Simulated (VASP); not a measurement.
Set up this calculation in VASP 6.6.1, as the native input.

```yaml
Task: single point
Functional: PBE0
Potentials_or_basis: VASP PAW PBE potentials, release 64 (Ti_sv)
Cutoff: 520 eV
k_mesh: 8 × 8 × 8
Occupations: fermi-dirac, width 0.05 eV
Spin: no spin polarisation
Dipole_correction: no
Grid_for_exact_exchange_PRECFOCK: Normal
Further_INCAR_settings: ALGO = Normal; EDIFF = 1e-06; NBANDS = 12
Share_of_exact_exchange: 0.25
```

The system is Ti.

```xyz
1
Lattice="-1.6075 1.6075 1.6075 1.6075 -1.6075 1.6075 1.6075 1.6075 -1.6075" Properties=species:S:1:pos:R:3 pbc="T T T"
Ti    0.0000    0.0000    0.0000
```

This isn't the form of Ti at room conditions, which is hcp.

One way to write it, as run:

POSCAR

```
Ti
1.0
   -1.6075008044      1.6075008044      1.6075008044
    1.6075008044     -1.6075008044      1.6075008044
    1.6075008044      1.6075008044     -1.6075008044
Ti
1
Direct
    0.0000000000      0.0000000000      0.0000000000
```

INCAR.step1

```
SYSTEM = Ti
PREC = Accurate
ENCUT = 520
EDIFF = 1E-5
ISMEAR = -1
SIGMA = 0.05
LREAL = .False.
LASPH = .True.
NELM = 60
ALGO = Normal
ISIF = 2
LWAVE = .True.
GGA = PE
NBANDS = 12
```

INCAR.step2

```
SYSTEM = Ti
PREC = Accurate
ENCUT = 520
EDIFF = 1E-6
ISMEAR = -1
SIGMA = 0.05
LREAL = .False.
LASPH = .True.
NELM = 60
ALGO = Normal
ISIF = 2
LWAVE = .False.
LCHARG = .True.
GGA = PE
LHFCALC = .True.
AEXX = 0.25
PRECFOCK = Normal
LELF = .True.
LVHAR = .True.
ISTART = 1
NBANDS = 12
```

KPOINTS

```
regular mesh
0
Gamma
  8 8 8
  0 0 0
```

Potentials or basis: VASP PAW PBE potentials, release 64 (Ti_sv).

Run with:

```console
$ cat potpaw_PBE.64/Ti_sv/POTCAR > POTCAR
$ cp INCAR.step1 INCAR
$ mpirun -np 1 vasp_std > vasp.out
$ cp INCAR.step2 INCAR
$ mpirun -np 1 vasp_std > vasp.out
```

It gave:

- Pressure: 1.9 GPa
- Band gap on the k mesh: zero (bands 6 and 7 overlap by 3.40 eV)

Caveat: the PAW data sets were made with another functional, which shifts forces and pressure a little.

Wall time 38 min on 1 thread of Intel(R) Xeon(R) Platinum 8259CL CPU @ 2.50GHz (Skylake/Cascade Lake), with other jobs on the host, peak memory 0.16 GiB.
